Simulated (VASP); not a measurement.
Here is a VASP 6.6.1 calculation.

File POSCAR:

```
AlN
1.0
   -3.1066653462      0.0000000000      0.0000000000
    0.0000000000      0.0000000000     -4.9784048411
    0.0000000000     -5.3809022217      0.0000000000
Al N
4 4
Direct
    0.4517167177      0.9983070980      0.1666666667
    0.0482832823      0.9983070980      0.6666666667
   -0.0482832823      0.4983070980      0.3333333333
    0.5482832823      0.4983070980      0.8333333333
    0.4565555641      0.6166929020      0.1666666667
    0.0434444359      0.6166929020      0.6666666667
   -0.0434444359      0.1166929020      0.3333333333
    0.5434444359      0.1166929020      0.8333333333
```

The input INCAR.step1:

```
SYSTEM = AlN
  PREC = Accurate
  ENCUT = 520
  ISMEAR = 0
  SIGMA = 0.05
  LREAL = .False.
  LASPH = .True.
  NELM = 80
  NBANDS = 26
  GGA = PE
  ALGO = Normal
  EDIFF = 1E-4
  LWAVE = .True.
  LCHARG = .False.
```

Contents of INCAR.step2:

```
SYSTEM = AlN
  PREC = Accurate
  ENCUT = 520
  EDIFF = 1E-6
  ISMEAR = 0
  SIGMA = 0.05
  LREAL = .False.
  LASPH = .True.
  NELM = 80
  ALGO = Normal
  ISIF = 2
  LWAVE = .False.
  LCHARG = .False.
  METAGGA = R2SCAN
  LMIXTAU = .True.
  NBANDS = 26
  ISTART = 1
```

File KPOINTS:

```
regular mesh
0
Gamma
  8 6 4
  0 0 0
```

Potentials or basis: VASP PAW PBE potentials, release 64 (Al, N).

The run is started by

```bash
$ cat potpaw_PBE.64/Al/POTCAR potpaw_PBE.64/N/POTCAR > POTCAR
$ cp INCAR.step1 INCAR
$ mpirun -np 1 vasp_std > vasp.out
$ cp INCAR.step2 INCAR
$ mpirun -np 1 vasp_std > vasp.out
```

Question: Estimate the pressure.

Answer: -1.2 GPa.

Question: Predict the band gap on the k mesh.

Answer: 4.79 eV.

Question: Predict the largest force.

Answer: 0.841 eV/Å.

Stress tensor (GPa, compression positive):
```
-2.47  0.00  0.00
 0.00  0.22  0.00
 0.00  0.00 -1.22
```

Caveat: the cell differs from its parent crystal (atoms displaced along a vibrational mode); the PAW data sets were made with another functional, which shifts forces and pressure a little. A k mesh can miss the band edges.
